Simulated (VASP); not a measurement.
Write the native input for VASP 6.6.1 that does the following.

```yaml
Task: electric field gradients
Functional: LDA
Potentials_or_basis: VASP PAW LDA potentials, release 64 (Li_sv, Pd)
Cutoff: 520 eV
k_mesh: 11 × 11 × 15
Occupations: fermi-dirac, width 0.08 eV
Spin: no spin polarisation
Dipole_correction: no
Further_INCAR_settings: ALGO = Normal; EDIFF = 1e-08; NBANDS = 15
```

The structure of Li2Pd lies in POSCAR:

```
Li2Pd
1.0
    4.1983322143      0.0000000000      0.0000000000
   -2.0991661072      3.6358623512      0.0000000000
    0.0000000000      0.0000000000      2.7135645482
Li Pd
2 1
Direct
    0.3333333333      0.6666666667      0.5000000000
    0.6666666667      0.3333333333      0.5000000000
    0.0000000000      0.0000000000      0.0000000000
```

These files were run (other wordings do the same):

INCAR

```
ALGO = Normal
EDIFF = 1E-8
ENCUT = 520
GGA = CA
ISIF = 2
ISMEAR = -1
LASPH = True
LCHARG = False
LEFG = True
LREAL = False
LWAVE = False
NBANDS = 15
NELM = 80
PREC = Accurate
SIGMA = 0.08
```

KPOINTS

```
k-points
0
Gamma
  11 11 15
```

Potentials or basis: VASP PAW LDA potentials, release 64 (Li_sv, Pd).

Run with:

```bash
$ cat potpaw_LDA.64/Li_sv/POTCAR potpaw_LDA.64/Pd/POTCAR > POTCAR
$ mpirun -np 1 vasp_std > vasp.out
```

Results of the run:

- Band gap on the k mesh: zero (bands 8 and 9 overlap by 2.31 eV)
- Largest electric field gradient by atom: Li +0.0; Pd -85.0 V/Å²

Caveat: without QUAD_EFG the Cq values of the log hold for a quadrupole moment of 1 mb, not for the nuclei.

Run time: 47 s on 1 thread of Intel(R) Xeon(R) Platinum 8124M CPU @ 3.00GHz (Skylake/Cascade Lake) (shared host), peak memory 0.2 GiB.
